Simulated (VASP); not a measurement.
# Ca in VASP: single point with PBE

Aim: the single point of Ca with PBE.

Everything below comes from runs of VASP 6.6.1. Logs are shortened: lines on timing, memory, paths and dates and some standing lists are left out, and cuts for length are marked.

### 1 The cell of the first run

The cell holds a slab with vacuum, 13 atoms: a = 7.891 Å, b = 7.891 Å, c = 17.443 Å, α = 90.00°, β = 90.00°, γ = 60.00°.

### 2 Single point, PBE

INCAR

```
SYSTEM = Ca
PREC = Accurate
ENCUT = 400
EDIFF = 1E-6
ISMEAR = -1
SIGMA = 0.05
LREAL = .False.
LASPH = .True.
NELM = 120
ALGO = Normal
ISIF = 2
LWAVE = .False.
LCHARG = .False.
GGA = PE
NBANDS = 77
GGA_COMPAT = .False.
NELMDL = -8
```

KPOINTS

```
Automatic mesh
0
Gamma
  3 3 1
  0 0 0
```

POSCAR

```
Ca
1.0
    7.8913120000      0.0000000000      0.0000000000
    3.9456560000      6.8340760000      0.0000000000
    0.0000000000      0.0000000000     17.4432290000
Ca
13
Direct
    0.1666666423      0.1666667154      0.0573287778
    0.6666666423      0.1666667154      0.0573287778
    0.1666666423      0.6666667154      0.0573287778
    0.6666666423      0.6666667154      0.0573287778
   -0.1701578273      0.3350954833      0.2344926504
    0.3348334238      0.3352732688      0.2341177772
   -0.1663617311      0.8331636932      0.2282016707
    0.3348478851      0.8298977067      0.2340873929
   -0.0015300054     -0.0027595537      0.4064544472
    0.5042891653     -0.0021956150      0.4050461643
   -0.0015759733      0.5042800226      0.4065653785
    0.5014753324      0.4991698951      0.4282392325
    0.8255935738     -0.1623553791      0.5778168136
```

Potentials or basis: VASP PAW PBE potentials, release 64 (Ca_sv).

On the command line:

```console
> cat potpaw_PBE.64/Ca_sv/POTCAR > POTCAR
> mpirun -np 1 vasp_std > vasp.out
```

OUTCAR:

```text
SYSTEM = Ca
   PREC = Accurate
   ENCUT = 400
   EDIFF = 1E-6
   ISMEAR = -1
   LREAL = .False.
   LASPH = .True.
   NELM = 120
   ISIF = 2
   GGA = PE
   NELMDL = -8

 ion  position               nearest neighbor table
   1  0.167  0.167  0.057-
   2  0.667  0.167  0.057-
   3  0.167  0.667  0.057-
   4  0.667  0.667  0.057-
   5  0.830  0.335  0.234-
   6  0.335  0.335  0.234-
   7  0.834  0.833  0.228-
   8  0.335  0.830  0.234-
   9  0.998  0.997  0.406-
  10  0.504  0.998  0.405-
  11  0.998  0.504  0.407-
  12  0.501  0.499  0.428-
  13  0.826  0.838  0.578-

  LATTYP: Found a hexagonal cell.
 ALAT       =     7.8913114274
 C/A-ratio  =     2.2104347497

  Lattice vectors:

 A1 = (  -3.9456560000,  -6.8340760000,   0.0000000000)
 A2 = (   7.8913120000,   0.0000000000,   0.0000000000)
 A3 = (   0.0000000000,   0.0000000000,  17.4432290000)

Analysis of symmetry for initial positions (statically):
=====================================================================
 Subroutine PRICEL returns:
 Original cell was already a primitive cell.

 Routine SETGRP: Setting up the symmetry group for a
 hexagonal supercell.

 Subroutine GETGRP returns: Found  1 space group operations
 (whereof  1 operations were pure point group operations)
 out of a pool of 24 trial point group operations.

The static configuration has the point symmetry C_1 .

Analysis of symmetry for dynamics (positions and initial velocities):
=====================================================================
 Subroutine PRICEL returns:
 Original cell was already a primitive cell.

 Routine SETGRP: Setting up the symmetry group for a
 hexagonal supercell.

 Subroutine GETGRP returns: Found  1 space group operations
 (whereof  1 operations were pure point group operations)
 out of a pool of 24 trial point group operations.

The dynamic configuration has the point symmetry C_1 .

 Subroutine INISYM returns: Found  1 space group operations
 (whereof  1 operations are pure point group operations),
 and found     1 'primitive' translations

----------------------------------------------------------------------------------------

                                     Primitive cell

  volume of cell :     940.7103

  direct lattice vectors                    reciprocal lattice vectors
     7.891312000  0.000000000  0.000000000     0.126721640 -0.073162780  0.000000000
     3.945656000  6.834076000  0.000000000     0.000000000  0.146325560  0.000000000
     0.000000000  0.000000000 17.443229000     0.000000000  0.000000000  0.057328835

  length of vectors
     7.891312000  7.891311427 17.443229000     0.146325550  0.146325560  0.057328835

  position of ions in fractional coordinates (direct lattice)
     0.166666642  0.166666715  0.057328778
     0.666666642  0.166666715  0.057328778
     0.166666642  0.666666715  0.057328778
     0.666666642  0.666666715  0.057328778
     0.829842173  0.335095483  0.234492650
     0.334833424  0.335273269  0.234117777
     0.833638269  0.833163693  0.228201671
     0.334847885  0.829897707  0.234087393
     0.998469995  0.997240446  0.406454447
     0.504289165  0.997804385  0.405046164
     0.998424027  0.504280023  0.406565378
     0.501475332  0.499169895  0.428239232
     0.825593574  0.837644621  0.577816814

  ion indices of the primitive-cell ions
   primitive index   ion index
                 1           1
                 2           2
                 3           3
                 4           4
                 5           5
                 6           6
                 7           7
                 8           8
                 9           9
                10          10
                11          11
                12          12
                13          13

----------------------------------------------------------------------------------------

 KPOINTS: Automatic mesh

Automatic generation of k-mesh.
 Grid dimensions read from file:
 generate k-points for:    3    3    1

 Generating k-lattice:

  Cartesian coordinates                     Fractional coordinates (reciprocal lattice)
     0.042240547 -0.024387593  0.000000000     0.333333333  0.000000000  0.000000000
     0.000000000  0.048775187  0.000000000     0.000000000  0.333333333  0.000000000
     0.000000000  0.000000000  0.057328835     0.000000000  0.000000000  1.000000000

  Length of vectors
     0.048775183  0.048775187  0.057328835

  Shift w.r.t. Gamma in fractional coordinates (k-lattice)
     0.000000000  0.000000000  0.000000000

 Subroutine IBZKPT returns following result:
 ===========================================

 Found      5 irreducible k-points:

 Following reciprocal coordinates:
            Coordinates               Weight
  0.000000  0.000000  0.000000      1.000000
  0.333333 -0.000000  0.000000      2.000000
  0.333333  0.333333  0.000000      2.000000
  0.000000  0.333333  0.000000      2.000000
 -0.333333  0.333333  0.000000      2.000000
   k-points           NKPTS =      5   k-points in BZ     NKDIM =      5   number of bands    NBANDS=     77
   number of dos      NEDOS =    301   number of ions     NIONS =     13
   total plane-waves  NPLWV = 349920
   dimension x,y,z NGX =    54 NGY =   54 NGZ =  120
   dimension x,y,z NGXF=   108 NGYF=  108 NGZF=  240
   ions per type =              13
   NGX,Y,Z   is equivalent  to a cutoff of  11.38, 11.38, 11.44 a.u.
   NGXF,Y,Z  is equivalent  to a cutoff of  22.75, 22.75, 22.87 a.u.
 SYSTEM =  Ca
   PREC   = accura    normal or accurate (medium, high low for compatibility)
   ISTART =      0    job   : 0-new  1-cont  2-samecut
   ICHARG =      2    charge: 1-file 2-atom 10-const
   ISPIN  =      1    spin polarized calculation?
   LNONCOLLINEAR =      F non collinear calculations
   LSORBIT =      F    spin-orbit coupling
   LASPH  =      T    aspherical Exc in radial PAW
   ENCUT  =  400.0 eV  29.40 Ry    5.42 a.u.  12.87 12.87 28.45*2*pi/ulx,y,z
   NELM   =    120;   NELMIN=  2; NELMDL= -8     # of ELM steps
   EDIFF  = 0.1E-05   stopping-criterion for ELM
   LREAL  =      F    real-space projection
   EDIFFG = 0.1E-04   stopping-criterion for IOM
   NSW    =      0    number of steps for IOM
   IBRION =     -1    ionic relax: 0-MD 1-quasi-New 2-CG
   NFREE  =      0    steps in history (QN), initial steepest desc. (CG)
   ISIF   =      2    stress and relaxation
   ISYM   =      2    0-nonsym 1-usesym 2-fastsym
   POTIM  = 0.5000    time-step for ionic-motion
   TEBEG  =    0.0;   TEEND  =   0.0 temperature during run
   PSTRESS=    0.0 pullay stress
   NELECT =     130.0000    total number of electrons
   NUPDOWN=      -1.0000    fix difference up-down
   EMIN   =  10.00;   EMAX   =-10.00  energy-range for DOS
   EFERMI =   0.00;   METHOD = LEGACY
   ISMEAR =    -1;   SIGMA  =   0.05  broadening in eV -4-tet -1-fermi 0-gaus
   EFERMI_NEDOS =   21; number of points for ismear=-14 and -15
   IALGO  =     38    algorithm
   IMIX   =      4    mixing-type and parameters
     AMIX     =   0.40;   BMIX     =  1.00
     AMIX_MAG =   1.60;   BMIX_MAG =  1.00
  volume/ion in A,a.u.               =      72.36       488.33
  Fermi-wavevector in a.u.,A,eV,Ry     =   0.846390  1.599446  9.746893  0.716376
  Thomas-Fermi vector in A             =   1.961730
   LORBIT       =      0    0 simple, 1 ext, 2 COOP (PROOUT), +10 PAW based schemes
   GGA     = PE    functional components
   LHFCALC =     F    Hartree Fock is set to
   AEXX    =    0.0000 exact exchange contribution
   IVDW    =     0    specifies the selected vdW correction
   LEPSILON=     F    determine dielectric tensor
   LRPA    =     F    only Hartree local field effects (RPA)
 non-spin polarized calculation
  energy-cutoff  :      400.00
  volume of cell :      940.71
 maximum number of plane-waves:     17115
 NGX is ok and might be reduce to    54
   NGX = 25   NGY = 25   NGZ = 57

 number of electron     129.9999991 magnetization

 Free energy of the ion-electron system (eV)
  ---------------------------------------------------
  ext. energy  EPLUGINS =         0.00000000
  ---------------------------------------------------
  free energy    TOTEN  =       -21.30749398 eV

  energy without entropy =      -21.11945558  energy(sigma->0) =      -21.21347478

 E-fermi :   0.1992     XC(G=0):  -5.4419

 val. band max:        0.1623663282   @ k =   0.3333  -0.0000   0.0000
 cond. band min:       0.2217387853   @ k =   0.0000   0.0000   0.0000
 fundamental gap:      0.0593724571
 Fermi energy:         0.1991674579

 k-point     1 :       0.0000    0.0000    0.0000
  band No.  band energies     occupation
      1     -43.2461      2.00000
      2     -42.4065      2.00000
      3     -42.2549      2.00000
      4     -42.2294      2.00000
      5     -42.2246      2.00000
      6     -42.2227      2.00000
[... 69 lines left out ...]
     76       0.8413      0.00001
     77       0.8463      0.00000

 k-point     2 :       0.3333   -0.0000    0.0000
  band No.  band energies     occupation
      1     -43.2461      2.00000
      2     -42.4065      2.00000
      3     -42.2547      2.00000
      4     -42.2288      2.00000
      5     -42.2246      2.00000
      6     -42.2236      2.00000
[... 69 lines left out ...]
     76       0.8844      0.00000
     77       0.9355      0.00000

 k-point     3 :       0.3333    0.3333    0.0000
  band No.  band energies     occupation
      1     -43.2461      2.00000
      2     -42.4065      2.00000
      3     -42.2547      2.00000
      4     -42.2284      2.00000
      5     -42.2256      2.00000
      6     -42.2230      2.00000
[... 69 lines left out ...]
     76       0.8854      0.00000
     77       0.9356      0.00000

 k-point     4 :       0.0000    0.3333    0.0000
  band No.  band energies     occupation
      1     -43.2461      2.00000
      2     -42.4065      2.00000
      3     -42.2547      2.00000
      4     -42.2283      2.00000
      5     -42.2257      2.00000
      6     -42.2229      2.00000
[... 69 lines left out ...]
     76       0.8862      0.00000
     77       0.9366      0.00000

 k-point     5 :      -0.3333    0.3333    0.0000
  band No.  band energies     occupation
      1     -43.2461      2.00000
      2     -42.4065      2.00000
      3     -42.2546      2.00000
      4     -42.2275      2.00000
      5     -42.2264      2.00000
      6     -42.2232      2.00000
[... 69 lines left out ...]
     76       1.1734      0.00000
     77       1.1819      0.00000

------------------------ aborting loop because EDIFF is reached ----------------------------------------

  FORCE on cell =-STRESS in cart. coord.  units (eV):
  Direction    XX          YY          ZZ          XY          YZ          ZX
  --------------------------------------------------------------------------------------
  -------------------------------------------------------------------------------------
  Total       -1.4579950     -1.5057412      0.2548849     -0.0352670     -0.0003736      0.0008954
  in kB       -2.4831943     -2.5645136      0.4341089     -0.0600652     -0.0006364      0.0015249
  external PRESSURE =      -1.5378663 kB  Pullay stress =       0.0000000 kB

 VOLUME and BASIS-vectors are now :
 -----------------------------------------------------------------------------
  energy-cutoff  :      400.00
  volume of cell :      940.71
      direct lattice vectors                 reciprocal lattice vectors
     7.891312000  0.000000000  0.000000000     0.126721640 -0.073162780  0.000000000
     3.945656000  6.834076000  0.000000000     0.000000000  0.146325560  0.000000000
     0.000000000  0.000000000 17.443229000     0.000000000  0.000000000  0.057328835

 POSITION                                       TOTAL-FORCE (eV/Angst)
 -----------------------------------------------------------------------------------
      1.97283      1.13901      1.00000        -0.001432      0.000973      0.070951
      5.91848      1.13901      1.00000         0.000720     -0.009796     -0.029119
      3.94566      4.55605      1.00000        -0.008625      0.004896     -0.032926
      7.89131      4.55605      1.00000         0.008872      0.004217     -0.029408
      7.87071      2.29007      4.09031         0.002689     -0.001506      0.002247
      3.96515      2.29128      4.08377         0.000034      0.000815      0.000787
      9.86588      5.69390      3.98057        -0.001001      0.000684     -0.004001
      5.91688      5.67158      4.08324        -0.000657     -0.000699      0.000697
     11.81401      6.81522      7.08988        -0.001085      0.000101      0.001385
      7.91650      6.81907      7.06531         0.001654     -0.000888      0.002478
      9.86859      3.44629      7.09181        -0.000583      0.000828      0.001308
      5.92685      3.41137      7.46987        -0.001194      0.000795      0.004331
      9.82007      5.72453     10.07899         0.000607     -0.000419      0.011270
 -----------------------------------------------------------------------------------
    total drift:                               -0.000066     -0.000099      0.001086

  FREE ENERGIE OF THE ION-ELECTRON SYSTEM (eV)
  ---------------------------------------------------
  free  energy   TOTEN  =       -21.3074939821 eV

  energy  without entropy=      -21.1194555823  energy(sigma->0) =      -21.21347478
```

Wall time 15 min (1 thread of Intel Xeon 8259CL, shared host); peak memory 0.72 GiB.

What came out:

```
Free energy            : -21.3075 eV
Largest force          : 0.071 eV/Å
Band gap on the k mesh : zero (bands 65 and 66 overlap by 0.02 eV)
```

Forces in eV/Å, atoms in the order of the input:
```
Ca  -0.001  0.001  0.071
Ca   0.001 -0.010 -0.029
Ca  -0.009  0.005 -0.033
Ca   0.009  0.004 -0.029
Ca   0.003 -0.002  0.002
Ca   0.000  0.001  0.001
Ca  -0.001  0.001 -0.004
Ca  -0.001 -0.001  0.001
Ca  -0.001  0.000  0.001
Ca   0.002 -0.001  0.002
Ca  -0.001  0.001  0.001
Ca  -0.001  0.001  0.004
Ca   0.001  0.000  0.011
```

Caveat: there is no dipole correction, which matters where the two faces differ.

The gap in the log of VASP goes by the Fermi energy; the results here count the filled bands.